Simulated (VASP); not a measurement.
# AlC (P6_3mc) in VASP: relaxation of cell and atoms with PBE

Aim: the relaxation of cell and atoms of AlC with PBE.

Program: VASP 6.6.1. These are calculated values, not measurements. Logs are shortened: lines on timing, memory, paths and dates and some standing lists are left out, and cuts for length are marked.

## 1. The cell of the first run

Symmetry: P6_3mc, No. 186, hexagonal system. Conventional cell: a = 3.658 Å, b = 3.658 Å, c = 5.917 Å, α = 90.00°, β = 90.00°, γ = 120.00°. Al (site symmetry 3m) has 4 C at 2.22 to 2.28 Å within 2.9 Å. Within 2.9 Å of C (site symmetry 3m) lie 4 Al at 2.22 to 2.28 Å.

## 2. Relaxation of cell and atoms, PBE

INCAR reads:

```
PREC     = Accurate       # precision mode
ENCUT    = 600            # plane-wave cutoff, eV
EDIFF    = 1E-7           # SCF threshold, eV
ISMEAR   = 0              # smearing method
SIGMA    = 0.2            # smearing width, eV
LREAL    = False          # projectors in reciprocal space
LASPH    = True           # aspherical terms in the spheres
NELM     = 120            # most SCF steps
ALGO     = Normal         # electronic algorithm
ISIF     = 3              # what is computed and relaxed
LWAVE    = False          # write WAVECAR
LCHARG   = False          # write CHGCAR
GGA      = PE             # functional
IBRION   = 2              # ionic algorithm
NSW      = 36             # ionic steps
EDIFFG   = -0.08          # ionic threshold
GGA_COMPAT= False        
NELMIN   = 4
```

KPOINTS reads:

```
regular mesh
0
Gamma
  6 6 4
```

POSCAR reads:

```
AlC
1.0
    3.6576832200      0.0000000000      0.0000000000
   -1.8288416100      3.1676465900      0.0000000000
    0.0000000000      0.0000000000      5.9170552100
Al C
2 2
Direct
    0.3333333300      0.6666666700      0.0000000000
    0.6666666700      0.3333333300      0.5000000000
    0.3333333300      0.6666666700      0.3849999900
    0.6666666700      0.3333333300      0.8849999900
```

Potentials or basis: VASP PAW PBE potentials, release 64 (Al, C).

Launch:

```bash
$ cat potpaw_PBE.64/Al/POTCAR potpaw_PBE.64/C/POTCAR > POTCAR
$ mpirun -np 1 vasp_std > vasp.out
```

OUTCAR:

```text
PREC = Accurate
   ENCUT = 600
   EDIFF = 1E-7
   ISMEAR = 0
   LREAL = False
   LASPH = True
   NELM = 120
   ISIF = 3
   GGA = PE
   IBRION = 2
   NSW = 36
   EDIFFG = -0.08
   NELMIN = 4

 ion  position               nearest neighbor table
   1  0.333  0.667  0.000-   4 2.22   4 2.22   4 2.22   3 2.28
   2  0.667  0.333  0.500-   3 2.22   3 2.22   3 2.22   4 2.28
   3  0.333  0.667  0.385-   2 2.22   2 2.22   2 2.22   1 2.28
   4  0.667  0.333  0.885-   1 2.22   1 2.22   1 2.22   2 2.28

  LATTYP: Found a hexagonal cell.
 ALAT       =     3.6576832200
 C/A-ratio  =     1.6177057591

  Lattice vectors:

 A1 = (   3.6576832200,   0.0000000000,   0.0000000000)
 A2 = (  -1.8288416100,   3.1676465900,   0.0000000000)
 A3 = (   0.0000000000,   0.0000000000,   5.9170552100)

Analysis of symmetry for initial positions (statically):
=====================================================================
 Subroutine PRICEL returns:
 Original cell was already a primitive cell.

 Routine SETGRP: Setting up the symmetry group for a
 hexagonal supercell.

 Subroutine GETGRP returns: Found 12 space group operations
 (whereof  6 operations were pure point group operations)
 out of a pool of 24 trial point group operations.

The static configuration has the point symmetry C_3v.
 The point group associated with its full space group is C_6v.

Analysis of symmetry for dynamics (positions and initial velocities):
=====================================================================
 Subroutine PRICEL returns:
 Original cell was already a primitive cell.

 Routine SETGRP: Setting up the symmetry group for a
 hexagonal supercell.

 Subroutine GETGRP returns: Found 12 space group operations
 (whereof  6 operations were pure point group operations)
 out of a pool of 24 trial point group operations.

The dynamic configuration has the point symmetry C_3v.
 The point group associated with its full space group is C_6v.

 Subroutine INISYM returns: Found 12 space group operations
 (whereof  6 operations are pure point group operations),
 and found     1 'primitive' translations

----------------------------------------------------------------------------------------

                                     Primitive cell

  volume of cell :      68.5565

  direct lattice vectors                    reciprocal lattice vectors
     3.657683220  0.000000000  0.000000000     0.273397104  0.157845892  0.000000000
    -1.828841610  3.167646590  0.000000000     0.000000000  0.315691783  0.000000000
     0.000000000  0.000000000  5.917055210     0.000000000  0.000000000  0.169002986

  length of vectors
     3.657683220  3.657683222  5.917055210     0.315691783  0.315691783  0.169002986
[... 87 lines left out ...]
   ISIF   =      3    stress and relaxation
   ISYM   =      2    0-nonsym 1-usesym 2-fastsym
   POTIM  = 0.5000    time-step for ionic-motion
   TEBEG  =    0.0;   TEEND  =   0.0 temperature during run
   PSTRESS=    0.0 pullay stress
   NELECT =      14.0000    total number of electrons
   NUPDOWN=      -1.0000    fix difference up-down
   EMIN   =  10.00;   EMAX   =-10.00  energy-range for DOS
   EFERMI =   0.00;   METHOD = LEGACY
   ISMEAR =     0;   SIGMA  =   0.20  broadening in eV -4-tet -1-fermi 0-gaus
   EFERMI_NEDOS =   21; number of points for ismear=-14 and -15
   IALGO  =     38    algorithm
   IMIX   =      4    mixing-type and parameters
     AMIX     =   0.40;   BMIX     =  1.00
     AMIX_MAG =   1.60;   BMIX_MAG =  1.00
  volume/ion in A,a.u.               =      17.14       115.66
  Fermi-wavevector in a.u.,A,eV,Ry     =   0.964054  1.821798 12.645256  0.929400
  Thomas-Fermi vector in A             =   2.093652
   LORBIT       =      0    0 simple, 1 ext, 2 COOP (PROOUT), +10 PAW based schemes
   GGA     = PE    functional components
   LHFCALC =     F    Hartree Fock is set to
   AEXX    =    0.0000 exact exchange contribution
   IVDW    =     0    specifies the selected vdW correction
   LEPSILON=     F    determine dielectric tensor
   LRPA    =     F    only Hartree local field effects (RPA)
 conjugate gradient relaxation of ions
 non-spin polarized calculation
 Gauss-broadening in eV      SIGMA  =   0.20
  energy-cutoff  :      600.00
  volume of cell :       68.56
 maximum number of plane-waves:      2316
 NGX is ok and might be reduce to    30
   NGX = 15   NGY = 15   NGZ = 23

--------------------------------------- Ionic step        1  -------------------------------------------

 number of electron      14.0000001 magnetization

 Free energy of the ion-electron system (eV)
  ---------------------------------------------------
  ext. energy  EPLUGINS =         0.00000000
  ---------------------------------------------------
  free energy    TOTEN  =       -21.84318047 eV

  energy without entropy =      -21.75857275  energy(sigma->0) =      -21.80087661

 E-fermi :   2.5900     XC(G=0):  -9.0850

 val. band max:        2.5656532674   @ k =   0.5000  -0.0000   0.2500
 cond. band min:       2.6448979407   @ k =   0.3333   0.3333   0.5000
 fundamental gap:      0.0792446733
 Fermi energy:         2.5899604535

 k-point     1 :       0.0000    0.0000    0.0000
  band No.  band energies     occupation
      1      -8.0270      2.00000
      2      -6.2927      2.00000
      3      -1.6063      2.00000
      4       2.6907      0.47606
      5       2.6907      0.47606
      6       3.3656      0.00000
      7       3.3656      0.00000
      8       3.5360      0.00000
      9       5.7951      0.00000
     10       6.5852      0.00000
     11      10.0361      0.00000
[... 385 lines left out ...]
  FREE ENERGIE OF THE ION-ELECTRON SYSTEM (eV)
  ---------------------------------------------------
  free  energy   TOTEN  =       -23.4857690556 eV

  energy  without entropy=      -23.4134937805  energy(sigma->0) =      -23.44963142

[... ionic steps 4 to 30 ...]

--------------------------------------- Ionic step       31  -------------------------------------------

 number of electron      14.0000000 magnetization

------------------------ aborting loop because EDIFF is reached ----------------------------------------
[... 71 lines left out ...]
--------------------------------------- Ionic step       33  -------------------------------------------

 number of electron      14.0000000 magnetization

 Free energy of the ion-electron system (eV)
  ---------------------------------------------------
  ext. energy  EPLUGINS =         0.00000000
  ---------------------------------------------------
  free energy    TOTEN  =       -24.03912021 eV

  energy without entropy =      -23.99629955  energy(sigma->0) =      -24.01770988

 E-fermi :   6.3496     XC(G=0): -10.6270

 val. band max:        6.3466329326   @ k =   0.1667   0.1667   0.0000
 cond. band min:       6.4170918631   @ k =   0.5000  -0.0000   0.2500
 fundamental gap:      0.0704589305
 Fermi energy:         6.3496220328

 k-point     1 :       0.0000    0.0000    0.0000
  band No.  band energies     occupation
      1      -7.0534      2.00000
      2      -2.3733      2.00000
      3       0.7003      2.00000
      4       4.5804      2.00000
      5       4.5804      2.00000
      6       6.5621      0.13305
      7       6.5621      0.13305
      8       8.0654      0.00000
      9      10.2257      0.00000
     10      12.2439      0.00000
     11      13.7910      0.00000
[... 309 lines left out ...]
  FREE ENERGIE OF THE ION-ELECTRON SYSTEM (eV)
  ---------------------------------------------------
  free  energy   TOTEN  =       -24.0391202057 eV

  energy  without entropy=      -23.9962995541  energy(sigma->0) =      -24.01770988

 reached required accuracy - stopping structural energy minimisation
```

OSZICAR:

```text
N       E                     dE             d eps       ncg     rms          rms(c)
DAV:   1     0.351141217818E+02    0.35114E+02   -0.65032E+03   462   0.119E+03
DAV:   2    -0.196746125783E+02   -0.54789E+02   -0.52944E+02   725   0.161E+02
DAV:   3    -0.233981189950E+02   -0.37235E+01   -0.36309E+01   576   0.432E+01
[... 306 lines left out ...]
DAV:   3    -0.240391240683E+02    0.22477E-03   -0.12696E-03   531   0.254E-01    0.256E-02
DAV:   4    -0.240391201571E+02    0.39112E-05   -0.16682E-04   507   0.975E-02    0.133E-02
DAV:   5    -0.240391203772E+02   -0.22006E-06   -0.54632E-06   554   0.207E-02    0.686E-03
DAV:   6    -0.240391202574E+02    0.11984E-06   -0.93805E-07   504   0.766E-03    0.191E-03
DAV:   7    -0.240391202057E+02    0.51642E-07   -0.86150E-08   249   0.257E-03
  33 F= -.24039120E+02 E0= -.24017710E+02  d E =-.777780E-02
```

CONTCAR:

```text
AlC
   1.00000000000000
     3.4853728326660001    0.0000000000000000    0.0000000000000000
    -1.7426864163330000    3.0184214168129193   -0.0000000000000000
    -0.0000000000000000   -0.0000000000000000    4.3966591596134759
  Al              C
     2     2
Direct
     0.3333333300000021    0.6666666699999979    0.9446995376575824
     0.6666666699999979    0.3333333300000021    0.4446995376575826
     0.3333333300000021    0.6666666699999979    0.4403004523424146
     0.6666666699999979    0.3333333300000021    0.9403004523424147

  0.00000000E+00  0.00000000E+00  0.00000000E+00
  0.00000000E+00  0.00000000E+00  0.00000000E+00
  0.00000000E+00  0.00000000E+00  0.00000000E+00
  0.00000000E+00  0.00000000E+00  0.00000000E+00
```

Run time: 2.8 min. Hardware: 1 thread of Intel Xeon 6975P-C (Granite Rapids), shared host; peak memory 0.21 GiB.

What came out:

| Quantity | Value |
| --- | --- |
| Free energy | -24.0391 eV |
| Relaxed volume | 11.56 Å³/atom |
| Relaxed cell | a = 3.485 Å, b = 3.485 Å, c = 4.397 Å, α = 90.00°, β = 90.00°, γ = 120.00° |
| Space group after relaxing (to 0.05 Å) | P6_3/mmc (No. 194) |
| Energy gained by relaxing | 549.0 meV/atom |
| Ionic steps | 33 |
| Pressure after relaxing | 0.1 GPa |
| Largest force after relaxing | 0.079 eV/Å |
| Band gap on the k mesh | zero (band 7 reaches 7.34 eV, above the bottom of band 8 at 5.36 eV) |

Forces on the atoms (eV/Å):
```
Al   0.000  0.000 -0.079
Al   0.000  0.000 -0.079
C    0.000  0.000  0.079
C    0.000  0.000  0.079
```

The path:
```
step  energy change (eV)  largest force (eV/Å)  pressure (GPa)  volume (Å³)
   1              0.0000                0.0636          -22.37        68.56
   2             -1.5577                0.0941            9.51        47.44
   3             -1.6426                0.0568            0.20        50.40
   4             -1.6420                0.0532           -0.68        50.73
   5             -1.6642                0.3264           -0.50        50.51
   6             -1.6643                0.3613           -0.48        50.49
   7             -1.6929                0.4425            0.15        50.09
   8             -1.8007                0.6352            1.59        48.83
   9             -1.9778                1.0220            4.25        46.07
  10              0.7379                5.4764           55.24        39.53
  11             -1.7169                1.9621            7.49        45.86
  12             -1.6372                2.0335           15.96        42.86
  13             -1.6966                2.2295           12.13        43.84
  14             -1.6709                2.1706           14.04        43.30
  15             -1.6726                2.1555           14.07        43.28
  16             -1.6772                2.1091           14.16        43.24
  17             -1.6846                2.0113           14.37        43.16
  18             -1.6907                1.7926           14.95        42.99
  19             -1.6975                1.7771           14.77        43.02
  20             -1.7176                1.7312           14.27        43.10
  21             -1.7560                1.6421           13.28        43.26
  22             -1.8260                1.4753           11.40        43.58
  23             -1.9413                1.1824            7.99        44.23
  24             -2.0890                0.7352            2.38        45.52
  25             -2.1486                0.2365           -5.37        48.11
  26             -2.1561                0.3133           -3.93        47.52
  27             -2.1564                0.3356           -3.54        47.37
  28             -2.1651                0.3131           -2.90        47.16
  29             -2.1830                0.2476           -0.85        46.52
  30             -2.1797                0.1266            3.81        45.25
  31             -2.1882                0.1934            1.08        45.96
  32             -2.1909                0.1631            0.81        46.03
  33             -2.1959                0.0786            0.05        46.25
```

Final structure:
```
Al C
1.0
     3.48537    0.00000    0.00000
    -1.74269    3.01842    0.00000
     0.00000    0.00000    4.39666
Al C
2 2
Cartesian
  0.0000 2.0123 4.1535
  1.7427 1.0061 1.9552
  0.0000 2.0123 1.9359
  1.7427 1.0061 4.1342
```

Caveat: the volume moved by over 15 % at a fixed basis, so the end points are rough; the relaxation stopped at a loose force limit of 0.08 eV/Å, so its end isn't a converged minimum.
